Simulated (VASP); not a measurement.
The system is Co2Si3.

```
Co Si
1.0
     3.55724    0.00000    0.00000
    -1.77862    3.08066    0.00000
     0.00000    0.00000    5.53448
Co Si
2 3
Direct
  0.33333 0.66667 0.24500
  0.66667 0.33333 0.75500
  0.00000 0.00000 0.00000
  0.33333 0.66667 0.64500
  0.66667 0.33333 0.35500
```

| Item | Value |
| --- | --- |
| Program | VASP 6.6.1 |
| Task | relaxation of cell and atoms |
| Functional | PBE |
| Potentials or basis | VASP PAW PBE potentials, release 64 (Co, Si) |
| Cutoff | 600 eV |
| k mesh | 6 × 6 × 4 |
| Occupations | gaussian, width 0.1 eV |
| Spin | no spin polarisation |

At the start: pressure 18.2 GPa; volume 12.13 Å³/atom.

Where does the relaxation end?

Over 17 steps the energy falls by 411.2 meV/atom and the volume is 11.92 Å³/atom (-1.7 %); space group P-3m1 (No. 164, to 0.05 Å).

The path:
| step | energy change (eV) | largest force (eV/Å) | pressure (GPa) | volume (Å³) |
| --- | --- | --- | --- | --- |
| 1 | 0.0000 | 3.1635 | 18.19 | 60.65 |
| 2 | -0.4273 | 0.5252 | -17.31 | 73.49 |
| 3 | -0.7057 | 1.3362 | -6.99 | 67.97 |
| 4 | -1.1110 | 1.2823 | -5.04 | 65.23 |
| 5 | -1.6913 | 1.7832 | 11.14 | 57.14 |
| 6 | -1.7061 | 1.1228 | 4.08 | 59.59 |
| 7 | -1.7340 | 1.3772 | 6.88 | 58.52 |
| 8 | -1.8896 | 1.1066 | 2.54 | 59.13 |
| 9 | -1.8932 | 1.0432 | 2.07 | 59.25 |
| 10 | -1.9959 | 0.7145 | -1.19 | 60.12 |
| 11 | -2.0286 | 0.3449 | -3.95 | 61.03 |
| 12 | -2.0503 | 0.0396 | 1.00 | 59.48 |
| 13 | -2.0516 | 0.0443 | -0.28 | 59.79 |
| 14 | -2.0549 | 0.0720 | -0.07 | 59.70 |
| 15 | -2.0552 | 0.1012 | -0.03 | 59.67 |
| 16 | -2.0557 | 0.0431 | 0.07 | 59.65 |
| 17 | -2.0558 | 0.0179 | 0.13 | 59.62 |

Final structure:
```xyz
5
Lattice="3.8339 0.0000 0.0000 -1.9170 3.3203 0.0000 0.0000 0.0000 4.6839" Properties=species:S:1:pos:R:3 pbc="T T T"
Co    0.0000    2.2135    0.7418
Co    1.9170    1.1068    3.9421
Si    0.0000    0.0000    0.0000
Si    0.0000    2.2135    3.0201
Si    1.9170    1.1068    1.6638
```
